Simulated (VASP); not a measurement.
A run of VASP 6.6.1:

INCAR

```
PREC = Accurate
ENCUT = 600
EDIFF = 1E-6
ISMEAR = -1
SIGMA = 0.01
LREAL = False
LASPH = True
NELM = 120
ALGO = Normal
ISIF = 2
LWAVE = False
LCHARG = False
GGA = PE
NBANDS = 28
GGA_COMPAT = False
```

KPOINTS

```
regular mesh
0
Gamma
  8 8 6
```

POSCAR

```
SnO
1.0
    3.7259600000      0.0000000000      0.0000000000
    0.0000000000      3.7259600000      0.0000000000
    0.0000000000      0.0000000000      4.8360000000
Sn O
2 2
Direct
    0.0000000000      0.5000000000      0.2385000000
    0.5000000000      0.0000000000      0.7615000000
    0.0000000000      0.0000000000      0.0000000000
    0.5000000000      0.5000000000      0.0000000000
```

Potentials or basis: VASP PAW PBE potentials, release 64 (Sn_d, O).

Command:

```console
$ cat potpaw_PBE.64/Sn_d/POTCAR potpaw_PBE.64/O/POTCAR > POTCAR
$ mpirun -np 1 vasp_std > vasp.out
```

Hardware: 1 thread of Intel Xeon 8259CL (shared host).

Q: Estimate the wall time of this run.

A: It took 3.1 min on 1 thread of Intel Xeon 8259CL, with other jobs on the host, peak memory 0.26 GiB. Counts: scf iterations 14, k points 60.
